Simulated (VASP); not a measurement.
## ZnSe: single point with PBE

Crystal: ZnSe.

```
Zn Se
1.0
     0.00000    2.83244    2.83244
     2.83244    0.00000    2.83244
     2.83244    2.83244    0.00000
Zn Se
1 1
Direct
  0.00000 0.00000 0.00000
  0.75000 0.75000 0.75000
```

```json
{
  "Program": "VASP 6.6.1",
  "Task": "single point",
  "Functional": "PBE",
  "Potentials or basis": "VASP PAW PBE potentials, release 64 (Zn, Se)",
  "Cutoff": "520 eV",
  "k mesh": "4 × 4 × 4",
  "Occupations": "gaussian, width 0.01 eV",
  "Spin": "no spin polarisation"
}
```

```
Pressure               : 2.8 GPa
Band gap on the k mesh : 1.28 eV, direct
```

Levels at points of the mesh, in eV from the valence-band top:
```tsv
k point	band 5	band 6	band 7	band 8	band 9	band 10	band 11	band 12	band 13	band 14
(0.00, 0.00, 0.00)	-6.21	-6.21	0.00	0.00	0.00	1.28	5.78	5.78	5.78	9.92
(0.50, 0.00, 0.00)	-6.19	-6.05	-5.25	-0.87	-0.87	2.53	6.36	6.36	8.58	10.97
(0.50, 0.50, 0.00)	-6.16	-6.03	-4.78	-2.20	-2.20	2.96	3.44	10.75	11.24	11.24
```

Wall time 22 s on 1 thread of AMD EPYC 7R43 64-Core Processor (Zen 3), with other jobs on the host, peak memory 0.13 GiB.

Caveat: the k points lie up to 0.48 Å⁻¹ apart. Expect the measured gap to be larger: semilocal functionals such as PBE lack the derivative discontinuity.
